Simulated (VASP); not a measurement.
# ZnS in VASP: single point with PBE

Aim: the single point of ZnS with PBE.

Everything below comes from runs of VASP 6.6.1. Logs are shortened: lines on timing, memory, paths and dates and some standing lists are left out, and cuts for length are marked.

### 1 The cell of the first run

The typed cell holds 8 atoms: a = 3.847 Å, b = 3.847 Å, c = 13.351 Å, α = 73.25°, β = 73.25°, γ = 60.00°.

### 2 Single point, PBE

Input file INCAR:

```
ALGO = Normal
EDIFF = 1E-6
ENCUT = 520
GGA = PE
ISIF = 2
ISMEAR = 0
LASPH = T
LCHARG = F
LREAL = F
LWAVE = F
NBANDS = 46
NELM = 100
PREC = Accurate
SIGMA = 0.05
```

Input file KPOINTS:

```
k-points
0
Gamma
  8 8 2
```

Input file POSCAR:

```
ZnS
1.0
   -3.8467234434      0.0000000000      0.0000000000
   -1.9233617217     -3.3313602233      0.0000000000
   -3.8469157796     -2.2210178609     12.5902250239
Zn S
4 4
Direct
   -0.4375221063     -0.4375221063      0.6562503469
   -0.1041721063     -0.1041721063      0.1562503469
   -0.2708465500     -0.2708465500      0.9062245137
    0.3958367834      0.3958367834      0.4062245137
   -0.5623545815     -0.5623545815      0.8434896978
   -0.2290045815      0.7709954185      0.3434896978
    0.2707732445      0.2707732445      0.0938354415
    0.2707565778      0.2707565778      0.5938354415
```

Potentials or basis: VASP PAW PBE potentials, release 64 (Zn, S).

Started as:

```bash
cat potpaw_PBE.64/Zn/POTCAR potpaw_PBE.64/S/POTCAR > POTCAR
mpirun -np 1 vasp_std > vasp.out
```

OUTCAR:

```text
EDIFF = 1E-6
   ENCUT = 520
   GGA = PE
   ISIF = 2
   ISMEAR = 0
   LASPH = T
   LREAL = F
   NELM = 100
   PREC = Accurate

 ion  position               nearest neighbor table
   1  0.562  0.562  0.656-   8 2.36   8 2.36   8 2.36   5 2.36
   2  0.896  0.896  0.156-   7 2.36   7 2.36   7 2.36   6 2.36
   3  0.729  0.729  0.906-   5 2.36   5 2.36   5 2.36
   4  0.396  0.396  0.406-   6 2.36   6 2.36   6 2.36   8 2.36
   5  0.438  0.438  0.843-   3 2.36   3 2.36   3 2.36   1 2.36
   6  0.771  0.771  0.343-   4 2.36   4 2.36   4 2.36   2 2.36
   7  0.271  0.271  0.094-   2 2.36   2 2.36   2 2.36
   8  0.271  0.271  0.594-   1 2.36   1 2.36   1 2.36   4 2.36

  LATTYP: Found a base centered monoclinic cell.
 ALAT       =     6.6627204466
 B/A-ratio  =     0.5773502692
 C/A-ratio  =     1.9188211770
 COS(beta)  =    -0.1737003969

  Lattice vectors:

 A1 = (  -3.8467234434,   0.0000000000,   0.0000000000)
 A2 = (  -1.9233617217,  -3.3313602233,   0.0000000000)
 A3 = (   1.9231693855,   1.1103423624,  12.5902250239)

Analysis of symmetry for initial positions (statically):
=====================================================================
 Subroutine PRICEL returns:
 Original cell was already a primitive cell.

 Routine SETGRP: Setting up the symmetry group for a
 base centered monoclinic supercell.

 Subroutine GETGRP returns: Found  2 space group operations
 (whereof  2 operations were pure point group operations)
 out of a pool of  4 trial point group operations.

The static configuration has the point symmetry C_1h.

Analysis of symmetry for dynamics (positions and initial velocities):
=====================================================================
 Subroutine PRICEL returns:
 Original cell was already a primitive cell.

 Routine SETGRP: Setting up the symmetry group for a
 base centered monoclinic supercell.

 Subroutine GETGRP returns: Found  2 space group operations
 (whereof  2 operations were pure point group operations)
 out of a pool of  4 trial point group operations.

The dynamic configuration has the point symmetry C_1h.

 Subroutine INISYM returns: Found  2 space group operations
 (whereof  2 operations are pure point group operations),
 and found     1 'primitive' translations

----------------------------------------------------------------------------------------

                                     Primitive cell

  volume of cell :     161.3415

  direct lattice vectors                    reciprocal lattice vectors
    -3.846723443  0.000000000  0.000000000    -0.259961501  0.150088843 -0.052953780
    -1.923361722 -3.331360223  0.000000000     0.000000000 -0.300177685 -0.052953780
    -3.846915780 -2.221017861 12.590225024     0.000000000  0.000000000  0.079426698

  length of vectors
     3.846723443  3.846723443 13.350859429     0.304812640  0.304812640  0.079426698

  position of ions in fractional coordinates (direct lattice)
     0.562477894  0.562477894  0.656250347
     0.895827894  0.895827894  0.156250347
     0.729153450  0.729153450  0.906224514
     0.395836783  0.395836783  0.406224514
     0.437645418  0.437645418  0.843489698
     0.770995419  0.770995418  0.343489698
     0.270773244  0.270773244  0.093835441
     0.270756578  0.270756578  0.593835441

  ion indices of the primitive-cell ions
   primitive index   ion index
                 1           1
                 2           2
                 3           3
                 4           4
                 5           5
                 6           6
                 7           7
                 8           8

[... 25 lines left out ...]
|           W    W  A    A  R    R  N N  N  II  N N  N  G       !!!           |
|           W WW W  AAAAAA  RRRRR   N  N N  II  N  N N  G  GGG   !            |
|           WW  WW  A    A  R   R   N   NN  II  N   NN  G    G                |
|           W    W  A    A  R    R  N    N  II  N    N   GGGG   !!!           |
|                                                                             |
|     Your reciprocal lattice and k-lattice belong to different lattice       |
|     classes:                                                                |
|                                                                             |
|        The reciprocal lattice is rhombohedral (trigonal),                   |
|        whereas your k-lattice is base-centered monoclinic.                  |
|                                                                             |
|     Results are often still useful ...                                      |
|                                                                             |
 -----------------------------------------------------------------------------

 WARNING: IBZKPT: internal override: KBLOWUP is changed to .FALSE.
      ... skipping the blow-up phase ...

 Subroutine IBZKPT returns following result:
 ===========================================

 Found     42 irreducible k-points:

 Following reciprocal coordinates:
            Coordinates               Weight
  0.000000  0.000000  0.000000      1.000000
  0.125000  0.000000  0.000000      4.000000
  0.250000  0.000000  0.000000      4.000000
  0.375000  0.000000  0.000000      4.000000
  0.500000  0.000000  0.000000      2.000000
  0.125000  0.125000 -0.000000      2.000000
[... 16 lines left out ...]
  0.125000  0.000000  0.500000      4.000000
  0.250000  0.000000  0.500000      4.000000
 [... further k-points ...]
   k-points           NKPTS =     42   k-points in BZ     NKDIM =     42   number of bands    NBANDS=     46
   number of dos      NEDOS =    301   number of ions     NIONS =      8
   total plane-waves  NPLWV =  90000
   dimension x,y,z NGX =    30 NGY =   30 NGZ =  100
   dimension x,y,z NGXF=    60 NGYF=   60 NGZF=  200
   ions per type =               4   4
   NGX,Y,Z   is equivalent  to a cutoff of  12.97, 12.97, 12.45 a.u.
   NGXF,Y,Z  is equivalent  to a cutoff of  25.93, 25.93, 24.90 a.u.
 SYSTEM =  unknown system
   PREC   = accura    normal or accurate (medium, high low for compatibility)
   ISTART =      0    job   : 0-new  1-cont  2-samecut
   ICHARG =      2    charge: 1-file 2-atom 10-const
   ISPIN  =      1    spin polarized calculation?
   LNONCOLLINEAR =      F non collinear calculations
   LSORBIT =      F    spin-orbit coupling
   LASPH  =      T    aspherical Exc in radial PAW
   ENCUT  =  520.0 eV  38.22 Ry    6.18 a.u.   7.15  7.15 24.82*2*pi/ulx,y,z
   NELM   =    100;   NELMIN=  2; NELMDL= -5     # of ELM steps
   EDIFF  = 0.1E-05   stopping-criterion for ELM
   LREAL  =      F    real-space projection
   EDIFFG = 0.1E-04   stopping-criterion for IOM
   NSW    =      0    number of steps for IOM
   IBRION =     -1    ionic relax: 0-MD 1-quasi-New 2-CG
   NFREE  =      0    steps in history (QN), initial steepest desc. (CG)
   ISIF   =      2    stress and relaxation
   ISYM   =      2    0-nonsym 1-usesym 2-fastsym
   POTIM  = 0.5000    time-step for ionic-motion
   TEBEG  =    0.0;   TEEND  =   0.0 temperature during run
   PSTRESS=    0.0 pullay stress
   NELECT =      72.0000    total number of electrons
   NUPDOWN=      -1.0000    fix difference up-down
   EMIN   =  10.00;   EMAX   =-10.00  energy-range for DOS
   EFERMI =   0.00;   METHOD = LEGACY
   ISMEAR =     0;   SIGMA  =   0.05  broadening in eV -4-tet -1-fermi 0-gaus
   EFERMI_NEDOS =   21; number of points for ismear=-14 and -15
   IALGO  =     38    algorithm
   IMIX   =      4    mixing-type and parameters
     AMIX     =   0.40;   BMIX     =  1.00
     AMIX_MAG =   1.60;   BMIX_MAG =  1.00
  volume/ion in A,a.u.               =      20.17       136.10
  Fermi-wavevector in a.u.,A,eV,Ry     =   1.251037  2.364118 21.294406  1.565095
  Thomas-Fermi vector in A             =   2.385004
   LORBIT       =      0    0 simple, 1 ext, 2 COOP (PROOUT), +10 PAW based schemes
   GGA     = PE    functional components
   LHFCALC =     F    Hartree Fock is set to
   AEXX    =    0.0000 exact exchange contribution
   IVDW    =     0    specifies the selected vdW correction
   LEPSILON=     F    determine dielectric tensor
   LRPA    =     F    only Hartree local field effects (RPA)
 non-spin polarized calculation
 Gauss-broadening in eV      SIGMA  =   0.05
  energy-cutoff  :      520.00
  volume of cell :      161.34
 maximum number of plane-waves:      4379
 NGX is ok and might be reduce to    30
   NGX = 15   NGY = 15   NGZ = 49

 number of electron      71.9999986 magnetization

 Free energy of the ion-electron system (eV)
  ---------------------------------------------------
  ext. energy  EPLUGINS =         0.00000000
  ---------------------------------------------------
  free energy    TOTEN  =       -26.37557308 eV

  energy without entropy =      -26.37557308  energy(sigma->0) =      -26.37557308

 E-fermi :   2.4630     XC(G=0):  -9.5651

 val. band max:        2.2561904296   @ k =   0.0000   0.0000   0.0000
 cond. band min:       3.3166638340   @ k =   0.0000   0.0000   0.0000
 fundamental gap:      1.0604734045
 Fermi energy:         2.4630158388

 k-point     1 :       0.0000    0.0000    0.0000
  band No.  band energies     occupation
      1     -11.3288      2.00000
      2     -10.7242      2.00000
      3     -10.3798      2.00000
      4      -9.8394      2.00000
      5      -4.9349      2.00000
      6      -4.9349      2.00000
[... 1165 lines left out ...]
     45       8.9316      0.00000
     46       9.1366      0.00000

 [... further k-points ...]

------------------------ aborting loop because EDIFF is reached ----------------------------------------

  FORCE on cell =-STRESS in cart. coord.  units (eV):
  Direction    XX          YY          ZZ          XY          YZ          ZX
  --------------------------------------------------------------------------------------
  -------------------------------------------------------------------------------------
  Total       -1.2993902     -1.2998879      2.5523617      0.0004310     -0.0001883     -0.0003260
  in kB      -12.9033990    -12.9083414     25.3458440      0.0042802     -0.0018696     -0.0032376
  external PRESSURE =      -0.1552988 kB  Pullay stress =       0.0000000 kB

 VOLUME and BASIS-vectors are now :
 -----------------------------------------------------------------------------
  energy-cutoff  :      520.00
  volume of cell :      161.34
      direct lattice vectors                 reciprocal lattice vectors
    -3.846723443  0.000000000  0.000000000    -0.259961501  0.150088843 -0.052953780
    -1.923361722 -3.331360223  0.000000000     0.000000000 -0.300177685 -0.052953780
    -3.846915780 -2.221017861 12.590225024     0.000000000  0.000000000  0.079426698

 POSITION                                       TOTAL-FORCE (eV/Angst)
 -----------------------------------------------------------------------------------
     -5.77009     -3.33136      8.26234        -0.000247     -0.000143     -0.210730
     -5.77009     -3.33136      1.96723        -0.000153     -0.000089      0.139433
     -7.69345     -4.44181     11.40957        -0.000228     -0.000132     -0.082503
     -3.84672     -2.22091      5.11446        -0.000221     -0.000128     -0.214650
     -5.77009     -3.33136     10.61973         0.000204      0.000118     -0.204379
     -5.77009     -3.33136      4.32461         0.000223      0.000129      0.243229
     -1.92336     -1.11045      1.18141         0.000133      0.000077      0.158410
     -3.84672     -2.22091      7.47652         0.000291      0.000168      0.171190
 -----------------------------------------------------------------------------------
    total drift:                               -0.001163     -0.000672     -0.003377

  FREE ENERGIE OF THE ION-ELECTRON SYSTEM (eV)
  ---------------------------------------------------
  free  energy   TOTEN  =       -26.3755730810 eV

  energy  without entropy=      -26.3755730810  energy(sigma->0) =      -26.37557308
```

Wall time 11 min (1 thread of Intel Xeon 8259CL, shared host); peak memory 0.41 GiB.

Results:

| Quantity | Value |
| --- | --- |
| Free energy | -26.3756 eV |
| Pressure | 0.0 GPa |
| Largest force | 0.243 eV/Å |
| Band gap on the k mesh | 1.06 eV |

Forces in eV/Å, atoms in the order of the input:
```
Zn   0.000  0.000 -0.211
Zn   0.000  0.000  0.139
Zn   0.000  0.000 -0.083
Zn   0.000  0.000 -0.215
S    0.000  0.000 -0.204
S    0.000  0.000  0.243
S    0.000  0.000  0.158
S    0.000  0.000  0.171
```

Stress tensor (GPa, compression positive):
```
-1.29  0.00  0.00
 0.00 -1.29  0.00
 0.00  0.00  2.53
```

A k mesh can miss the band edges.
